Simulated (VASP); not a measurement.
# CoH3 (P6/mmm) in VASP: a series of runs

The runs below take CoH3 through relaxation of cell and atoms, with PBE.

Everything below comes from runs of VASP 6.6.1. Logs are shortened: lines on timing, memory, paths and dates and some standing lists are left out, and cuts for length are marked.

**1. The cell of the first run**

Symmetry: P6/mmm, No. 191, hexagonal system. Conventional cell: a = 3.804 Å, b = 3.804 Å, c = 5.480 Å, α = 90.00°, β = 90.00°, γ = 120.00°. Within 2.4 Å of Co (site symmetry -6m2) lie 2 H at 1.79 Å and 3 Co at 2.20 Å. Within 1.3 Å of H (site symmetry 3m) lie 1 H at 0.95 Å. H (site symmetry -6m2) has 2 H at 0.95 Å within 1.3 Å.

The cell was built from a structure type or drawn by symmetry, and may not be a known phase.

**2. Relaxation of cell and atoms, PBE, collinear spin, ferromagnetic start**

INCAR

```
SYSTEM = CoH3
PREC     = Accurate       ! precision mode
ENCUT    = 600            ! plane-wave cutoff, eV
EDIFF    = 1E-6           ! SCF threshold, eV
ISMEAR   = 0              ! smearing method
SIGMA    = 0.15           ! smearing width, eV
LREAL    = .FALSE.        ! projectors in reciprocal space
LASPH    = .TRUE.         ! aspherical terms in the spheres
NELM     = 150            ! most SCF steps
ALGO     = Normal         ! electronic algorithm
ISIF     = 3              ! what is computed and relaxed
LWAVE    = .FALSE.        ! write WAVECAR
LCHARG   = .FALSE.        ! write CHGCAR
ISPIN    = 2              ! spin polarisation
MAGMOM   = 3 3 0 0 0 0 0 0 ! initial moments
LORBIT   = 11             ! projections on sites
LMAXMIX  = 4              ! l up to which the mixer works
GGA      = PE             ! functional
IBRION   = 2              ! ionic algorithm
NSW      = 36             ! ionic steps
EDIFFG   = -0.08          ! ionic threshold
```

KPOINTS

```
Automatic mesh
0
G
  4 4 2
  0 0 0
```

POSCAR

```
CoH3
1.0
    3.8038133700      0.0000000000      0.0000000000
   -1.9019066900      3.2941990100      0.0000000000
    0.0000000000      0.0000000000      5.4799010500
Co H
2 6
Direct
    0.3333333300      0.6666666700      0.0000000000
    0.6666666700      0.3333333300      0.0000000000
    0.3333333300      0.6666666700      0.3269233800
    0.3333333300      0.6666666700      0.6730766200
    0.6666666700      0.3333333300      0.6730766200
    0.6666666700      0.3333333300      0.3269233800
    0.3333333300      0.6666666700      0.5000000000
    0.6666666700      0.3333333300      0.5000000000
```

Potentials or basis: VASP PAW PBE potentials, release 64 (Co, H).

Run with:

```
> cat potpaw_PBE.64/Co/POTCAR potpaw_PBE.64/H/POTCAR > POTCAR
> mpirun -np 1 vasp_std > vasp.out
```

OUTCAR:

```text
SYSTEM = CoH3
   PREC = Accurate
   ENCUT = 600
   EDIFF = 1E-6
   ISMEAR = 0
   LREAL = .FALSE.
   LASPH = .TRUE.
   NELM = 150
   ISIF = 3
   ISPIN = 2
   LORBIT = 11
   GGA = PE
   IBRION = 2
   NSW = 36
   EDIFFG = -0.08

 ion  position               nearest neighbor table
   1  0.333  0.667  0.000-   3 1.79   4 1.79   2 2.20   2 2.20   2 2.20
   2  0.667  0.333  0.000-   5 1.79   6 1.79   1 2.20   1 2.20   1 2.20
   3  0.333  0.667  0.327-   1 1.79
   4  0.333  0.667  0.673-   1 1.79
   5  0.667  0.333  0.673-   2 1.79
   6  0.667  0.333  0.327-   2 1.79
   7  0.333  0.667  0.500-
   8  0.667  0.333  0.500-

  LATTYP: Found a hexagonal cell.
 ALAT       =     3.8038133700
 C/A-ratio  =     1.4406335214

  Lattice vectors:

 A1 = (   3.8038133700,   0.0000000000,   0.0000000000)
 A2 = (  -1.9019066900,   3.2941990100,   0.0000000000)
 A3 = (   0.0000000000,   0.0000000000,   5.4799010500)

Analysis of symmetry for initial positions (statically):
=====================================================================
 Subroutine PRICEL returns:
 Original cell was already a primitive cell.

 Routine SETGRP: Setting up the symmetry group for a
 hexagonal supercell.

 Subroutine GETGRP returns: Found 24 space group operations
 (whereof 24 operations were pure point group operations)
 out of a pool of 24 trial point group operations.

The static configuration has the point symmetry D_6h.

Analysis of symmetry for dynamics (positions and initial velocities):
=====================================================================
 Subroutine PRICEL returns:
 Original cell was already a primitive cell.

 Routine SETGRP: Setting up the symmetry group for a
 hexagonal supercell.

 Subroutine GETGRP returns: Found 24 space group operations
 (whereof 24 operations were pure point group operations)
 out of a pool of 24 trial point group operations.

The dynamic configuration has the point symmetry D_6h.

Analysis of structural, dynamic, and magnetic symmetry:
=====================================================================
 Subroutine PRICEL returns:
 Original cell was already a primitive cell.

 Routine SETGRP: Setting up the symmetry group for a
 hexagonal supercell.

 Subroutine GETGRP returns: Found 24 space group operations
 (whereof 24 operations were pure point group operations)
 out of a pool of 24 trial point group operations.

The overall configuration has the point symmetry D_6h.

 Subroutine INISYM returns: Found 24 space group operations
 (whereof 24 operations are pure point group operations),
 and found     1 'primitive' translations

----------------------------------------------------------------------------------------

                                     Primitive cell

  volume of cell :      68.6660

  direct lattice vectors                    reciprocal lattice vectors
     3.803813370  0.000000000  0.000000000     0.262894076  0.151781966  0.000000000
    -1.901906690  3.294199010  0.000000000     0.000000000  0.303563931  0.000000000
     0.000000000  0.000000000  5.479901050     0.000000000  0.000000000  0.182485047

  length of vectors
     3.803813370  3.803813373  5.479901050     0.303563931  0.303563931  0.182485047

  position of ions in fractional coordinates (direct lattice)
     0.333333330  0.666666670  0.000000000
     0.666666670  0.333333330  0.000000000
     0.333333330  0.666666670  0.326923380
     0.333333330  0.666666670  0.673076620
     0.666666670  0.333333330  0.673076620
     0.666666670  0.333333330  0.326923380
     0.333333330  0.666666670  0.500000000
     0.666666670  0.333333330  0.500000000

  ion indices of the primitive-cell ions
   primitive index   ion index
                 1           1
                 2           2
                 3           3
                 4           4
                 5           5
                 6           6
                 7           7
                 8           8

----------------------------------------------------------------------------------------

 KPOINTS: Automatic mesh

Automatic generation of k-mesh.
 Grid dimensions read from file:
 generate k-points for:    4    4    2

 Generating k-lattice:

  Cartesian coordinates                     Fractional coordinates (reciprocal lattice)
     0.065723519  0.037945491  0.000000000     0.250000000  0.000000000  0.000000000
     0.000000000  0.075890983  0.000000000     0.000000000  0.250000000  0.000000000
     0.000000000  0.000000000  0.091242523     0.000000000  0.000000000  0.500000000

  Length of vectors
     0.075890983  0.075890983  0.091242523

  Shift w.r.t. Gamma in fractional coordinates (k-lattice)
     0.000000000  0.000000000  0.000000000

 Subroutine IBZKPT returns following result:
 ===========================================

 Found      8 irreducible k-points:

 Following reciprocal coordinates:
            Coordinates               Weight
  0.000000  0.000000  0.000000      1.000000
  0.250000  0.000000  0.000000      6.000000
  0.500000  0.000000  0.000000      3.000000
  0.250000  0.250000  0.000000      6.000000
  0.000000  0.000000  0.500000      1.000000
  0.250000  0.000000  0.500000      6.000000
  0.500000  0.000000  0.500000      3.000000
  0.250000  0.250000  0.500000      6.000000
   k-points           NKPTS =      8   k-points in BZ     NKDIM =      8   number of bands    NBANDS=     20
   number of dos      NEDOS =    301   number of ions     NIONS =      8
   total plane-waves  NPLWV =  43200
   dimension x,y,z NGX =    30 NGY =   30 NGZ =   48
   dimension x,y,z NGXF=    60 NGYF=   60 NGZF=   96
   ions per type =               2   6
   NGX,Y,Z   is equivalent  to a cutoff of  13.11, 13.11, 14.56 a.u.
   NGXF,Y,Z  is equivalent  to a cutoff of  26.22, 26.22, 29.12 a.u.
 SYSTEM =  CoH3
   PREC   = accura    normal or accurate (medium, high low for compatibility)
   ISTART =      0    job   : 0-new  1-cont  2-samecut
   ICHARG =      2    charge: 1-file 2-atom 10-const
   ISPIN  =      2    spin polarized calculation?
   LNONCOLLINEAR =      F non collinear calculations
   LSORBIT =      F    spin-orbit coupling
   LASPH  =      T    aspherical Exc in radial PAW
   ENCUT  =  600.0 eV  44.10 Ry    6.64 a.u.   7.60  7.60 10.94*2*pi/ulx,y,z
   NELM   =    150;   NELMIN=  2; NELMDL= -5     # of ELM steps
   EDIFF  = 0.1E-05   stopping-criterion for ELM
   LREAL  =      F    real-space projection
   EDIFFG = -.8E-01   stopping-criterion for IOM
   NSW    =     36    number of steps for IOM
   IBRION =      2    ionic relax: 0-MD 1-quasi-New 2-CG
   NFREE  =      1    steps in history (QN), initial steepest desc. (CG)
   ISIF   =      3    stress and relaxation
   ISYM   =      2    0-nonsym 1-usesym 2-fastsym
   POTIM  = 0.5000    time-step for ionic-motion
   TEBEG  =    0.0;   TEEND  =   0.0 temperature during run
   PSTRESS=    0.0 pullay stress
   NELECT =      24.0000    total number of electrons
   NUPDOWN=      -1.0000    fix difference up-down
   EMIN   =  10.00;   EMAX   =-10.00  energy-range for DOS
   EFERMI =   0.00;   METHOD = LEGACY
   ISMEAR =     0;   SIGMA  =   0.15  broadening in eV -4-tet -1-fermi 0-gaus
   EFERMI_NEDOS =   21; number of points for ismear=-14 and -15
   IALGO  =     38    algorithm
   IMIX   =      4    mixing-type and parameters
     AMIX     =   0.40;   BMIX     =  1.00
     AMIX_MAG =   1.60;   BMIX_MAG =  1.00
  volume/ion in A,a.u.               =       8.58        57.92
  Fermi-wavevector in a.u.,A,eV,Ry     =   1.153182  2.179199 18.093430  1.329830
  Thomas-Fermi vector in A             =   2.289828
   LORBIT       =     11    0 simple, 1 ext, 2 COOP (PROOUT), +10 PAW based schemes
   GGA     = PE    functional components
   LHFCALC =     F    Hartree Fock is set to
   AEXX    =    0.0000 exact exchange contribution
   IVDW    =     0    specifies the selected vdW correction
   LEPSILON=     F    determine dielectric tensor
   LRPA    =     F    only Hartree local field effects (RPA)
 conjugate gradient relaxation of ions
 spin polarized calculation
 Gauss-broadening in eV      SIGMA  =   0.15
  energy-cutoff  :      600.00
  volume of cell :       68.67
 maximum number of plane-waves:      2307
   NGX = 15   NGY = 15   NGZ = 21

--------------------------------------- Ionic step        1  -------------------------------------------

 number of electron      24.0000009 magnetization       3.4401576

 Free energy of the ion-electron system (eV)
  ---------------------------------------------------
  ext. energy  EPLUGINS =         0.00000000
  ---------------------------------------------------
  free energy    TOTEN  =       -29.14006650 eV

  energy without entropy =      -29.08762803  energy(sigma->0) =      -29.11384727

------------------------ aborting loop because EDIFF is reached ----------------------------------------

  FORCE on cell =-STRESS in cart. coord.  units (eV):
  Direction    XX          YY          ZZ          XY          YZ          ZX
  --------------------------------------------------------------------------------------
  -------------------------------------------------------------------------------------
  Total        0.2154687      0.2154687     -1.8584870     -0.0000000     -0.0000000     -0.0000000
  in kB        5.0275112      5.0275112    -43.3639028     -0.0000000     -0.0000000     -0.0000000
  external PRESSURE =     -11.1029601 kB  Pullay stress =       0.0000000 kB
[... 69 lines left out ...]
  energy  without entropy=      -29.1365090736  energy(sigma->0) =      -29.16249043

--------------------------------------- Ionic step        3  -------------------------------------------

 number of electron      23.9999993 magnetization       3.4044451

 Free energy of the ion-electron system (eV)
  ---------------------------------------------------
  ext. energy  EPLUGINS =         0.00000000
  ---------------------------------------------------
  free energy    TOTEN  =       -29.20377318 eV

  energy without entropy =      -29.15234377  energy(sigma->0) =      -29.17805848

 E-fermi :   1.7503     XC(G=0):  -9.0616

 val. band max:        1.7500121864   @ k =   0.2500   0.2500   0.5000
 cond. band min:       1.7886392408   @ k =   0.2500   0.0000   0.0000
 fundamental gap:      0.0386270544
 Fermi energy:         1.7502688672

 spin component 1

 k-point     1 :       0.0000    0.0000    0.0000
  band No.  band energies     occupation
      1      -8.3601      1.00000
      2      -3.6843      1.00000
      3      -2.7210      1.00000
      4      -2.6527      1.00000
      5      -1.2007      1.00000
      6      -1.2007      1.00000
[... 12 lines left out ...]
     19      12.0229      0.00000
[... 144 lines left out ...]
      3      -3.3662      1.00000
      4      -2.0567      1.00000
      5      -2.0076      1.00000
      6      -1.6434      1.00000
[... 12 lines left out ...]
     19       8.1609      0.00000
     20       9.3577      0.00000
 Fermi energy:         1.7502688672

 spin component 2

 k-point     1 :       0.0000    0.0000    0.0000
  band No.  band energies     occupation
      1      -8.2039      1.00000
      2      -3.3912      1.00000
      3      -2.5751      1.00000
      4      -2.1433      1.00000
      5       0.5590      1.00000
      6       0.5590      1.00000
[... 12 lines left out ...]
     19      12.1638      0.00000
[... 195 lines left out ...]
  FREE ENERGIE OF THE ION-ELECTRON SYSTEM (eV)
  ---------------------------------------------------
  free  energy   TOTEN  =       -29.2037731825 eV

  energy  without entropy=      -29.1523437734  energy(sigma->0) =      -29.17805848

 reached required accuracy - stopping structural energy minimisation

 total charge

# of ion       s       p       d       tot
------------------------------------------
    1        0.527   0.379   7.314   8.220
    2        0.527   0.379   7.314   8.220
    3        0.519   0.021   0.000   0.541
    4        0.519   0.021   0.000   0.541
    5        0.519   0.021   0.000   0.541
    6        0.519   0.021   0.000   0.541
    7        0.536   0.028   0.000   0.564
    8        0.536   0.028   0.000   0.564
--------------------------------------------------
tot          4.203   0.898  14.629  19.730

 magnetization (x)

# of ion       s       p       d       tot
------------------------------------------
    1        0.003   0.010   1.588   1.602
    2        0.003   0.010   1.588   1.602
    3        0.016   0.001   0.000   0.017
    4        0.016   0.001   0.000   0.017
    5        0.016   0.001   0.000   0.017
    6        0.016   0.001   0.000   0.017
    7        0.014   0.002   0.000   0.016
    8        0.014   0.002   0.000   0.016
--------------------------------------------------
tot          0.099   0.031   3.176   3.306
```

It took 1.9 min on 1 thread of Intel Xeon Platinum 8259CL at 2.50GHz (Skylake/Cascade Lake), shared host; peak memory 0.24 GiB.

Results:

- Free energy: -29.2038 eV
- Relaxed volume: 8.44 Å³/atom
- Relaxed cell: a = 3.813 Å, b = 3.813 Å, c = 5.360 Å, α = 90.00°, β = 90.00°, γ = 120.00°
- Space group after relaxing (to 0.1 Å): P6/mmm (No. 191)
- Energy gained by relaxing: 8.0 meV/atom
- Ionic steps: 3
- Pressure after relaxing: 0.0 GPa
- Largest force after relaxing: 0.035 eV/Å
- Net moment: 3.40 μB per cell
- Site moments: Co +1.60; H +0.02 μB
- Valence electrons inside the program's atomic spheres: Co 8.22; H 0.54, 0.56 (each value once)

Forces on the atoms (eV/Å):
```
Co   0.000  0.000  0.000
Co   0.000  0.000  0.000
H    0.000  0.000  0.035
H    0.000  0.000 -0.035
H    0.000  0.000 -0.035
H    0.000  0.000  0.035
H    0.000  0.000  0.000
H    0.000  0.000  0.000
```

Step by step:
```
step  energy change (eV)  largest force (eV/Å)  pressure (GPa)  volume (Å³)
   1              0.0000                0.4677           -1.11        68.67
   2             -0.0484                0.2219           -0.65        68.07
   3             -0.0637                0.0350            0.01        67.51
```

Final structure:
```cif
data_structure
_symmetry_space_group_name_H-M 'P 1'
_symmetry_Int_Tables_number 1
_cell_length_a 3.8134
_cell_length_b 3.8134
_cell_length_c 5.3603
_cell_angle_alpha 90.000
_cell_angle_beta 90.000
_cell_angle_gamma 120.000
_cell_volume 67.51
loop_
_atom_site_label
_atom_site_type_symbol
_atom_site_fract_x
_atom_site_fract_y
_atom_site_fract_z
_atom_site_occupancy
Co1 Co 0.33333 0.66667 0.00000 1
Co2 Co 0.66667 0.33333 0.00000 1
H1 H 0.33333 0.66667 0.31886 1
H2 H 0.33333 0.66667 0.68114 1
H3 H 0.66667 0.33333 0.68114 1
H4 H 0.66667 0.33333 0.31886 1
H5 H 0.33333 0.66667 0.50000 1
H6 H 0.66667 0.33333 0.50000 1
```

Levels at points of the mesh, in eV from the Fermi level:
Spin up:
```
           k point  band 9  band 10  band 11  band 12  band 13  band 14  band 15  band 16  band 17  band 18
(0.00, 0.00, 0.00)   -2.25    -2.25    -1.63    -1.51    -1.51    -0.68     1.39     7.39     7.39     9.89
(0.50, 0.00, 0.00)   -1.65    -1.26    -1.20    -1.06    -0.68    -0.45     0.23     1.02     4.20     6.46
(0.00, 0.00, 0.50)   -2.47    -2.25    -2.25    -1.51    -1.51     2.94     3.53     4.09     8.20     8.20
(0.50, 0.00, 0.50)   -2.84    -1.87    -1.26    -1.26    -0.68     0.11     4.36     4.71     5.42     5.58
```
Spin down:
```csv
k point,band 6,band 7,band 8,band 9,band 10,band 11,band 12,band 13,band 14,band 15
"(0.00, 0.00, 0.00)",-1.19,-1.15,-1.15,-0.92,-0.92,-0.81,0.45,0.48,0.48,1.61
"(0.50, 0.00, 0.00)",-2.10,-1.89,-1.51,-0.74,-0.08,0.33,0.52,0.65,0.78,0.88
"(0.00, 0.00, 0.50)",-1.21,-1.21,-1.15,-1.15,-0.92,-0.92,0.47,0.47,3.12,4.23
"(0.50, 0.00, 0.50)",-2.04,-1.89,-1.55,-1.20,-0.63,-0.02,0.78,0.88,1.59,4.90
```

Caveat: the k points lie up to 0.59 Å⁻¹ apart in the final cell; the relaxation stopped at a loose force limit of 0.08 eV/Å, so its end isn't a converged minimum.

(Continued in part 2 of 2.)
